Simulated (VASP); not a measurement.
Write the native input for VASP 6.6.1 that does the following.

* Task: single point
* Functional: PBEsol
* Potentials or basis: VASP PAW PBE potentials, release 64 (Sn_d, Se)
* Cutoff: 520 eV
* k mesh: 12 × 12 × 6
* Occupations: gaussian, width 0.02 eV
* Spin: no spin polarisation
* Dipole correction: no
* Further INCAR settings: ALGO = Normal; EDIFF = 1e-06; NBANDS = 20

The structure of SnSe2 lies in POSCAR:

```
SnSe2
1.0
    3.5884018146      0.0000000000      0.0000000000
   -1.7942009073      3.1076471305      0.0000000000
    0.0000000000      0.0000000000      6.5141896604
Sn Se
1 2
Direct
    0.0000000000      0.0000000000      0.0000000000
    0.6666666667      0.3333333333      0.7449196675
    0.3333333333      0.6666666667      0.2550803325
```

This cell differs from its parent crystal: biaxial strain in the a-b plane: -6.0 %, then relaxed in part.

One way to write it, as run:

INCAR

```
SYSTEM = SnSe2
  PREC = Accurate
  ENCUT = 520
  EDIFF = 1E-6
  ISMEAR = 0
  SIGMA = 0.02
  LREAL = .FALSE.
  LASPH = .TRUE.
  NELM = 80
  ALGO = Normal
  ISIF = 2
  LWAVE = .FALSE.
  LCHARG = .FALSE.
  GGA = PS
  NBANDS = 20
```

KPOINTS

```
regular mesh
0
G
  12 12 6
  0 0 0
```

Potentials or basis: VASP PAW PBE potentials, release 64 (Sn_d, Se).

Run with:

```sh
$ cat potpaw_PBE.64/Sn_d/POTCAR potpaw_PBE.64/Se/POTCAR > POTCAR
$ mpirun -np 1 vasp_std > vasp.out
```

It gave:

```yaml
Pressure: 6.4 GPa
Largest_force: 0.028 eV/Å
Band_gap_on_the_k_mesh: 0.05 eV, indirect (least direct gap 0.92 eV)
```

Caveat: the cell differs from its parent crystal (biaxial strain in the a-b plane: -6.0 %, then relaxed in part); the PAW data sets were made with another functional, which shifts forces and pressure a little; spin-orbit coupling is left out, which moves the levels of the heavy elements; this functional lacks dispersion, which binds the layers, so the pressure and a relaxed spacing across them are unreliable.

It took 110 s on 1 thread of Intel(R) Xeon(R) Platinum 8259CL CPU @ 2.50GHz (Skylake/Cascade Lake), with other jobs on the host, peak memory 0.28 GiB.
